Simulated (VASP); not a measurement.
A run of VASP 6.6.1 is set up as follows.

Contents of INCAR:

```
SYSTEM = LiF
ALGO = Normal
EDIFF = 1E-6
ENCUT = 520
GGA = PE
ISIF = 2
ISMEAR = 0
LASPH = .TRUE.
LCHARG = .FALSE.
LREAL = .FALSE.
LWAVE = .FALSE.
NBANDS = 12
NELM = 80
PREC = Accurate
SIGMA = 0.02
```

KPOINTS

```
k-points
0
G
  10 10 10
  0 0 0
```

Contents of POSCAR:

```
LiF
1.0
    0.0000000000      1.9487029679      1.9487029679
    1.9487029679      0.0000000000      1.9487029679
    1.9487029679      1.9487029679      0.0000000000
Li F
1 1
Direct
    0.0000000000      0.0000000000      0.0000000000
    0.5000000000      0.5000000000      0.5000000000
```

Potentials or basis: VASP PAW PBE potentials, release 64 (Li_sv, F).

Run with:

```console
$ cat potpaw_PBE.64/Li_sv/POTCAR potpaw_PBE.64/F/POTCAR > POTCAR
$ mpirun -np 1 vasp_std > vasp.out
```

(1) What does it give for the band gap on the k mesh?

## Answers

(1) 10.02 eV, direct.
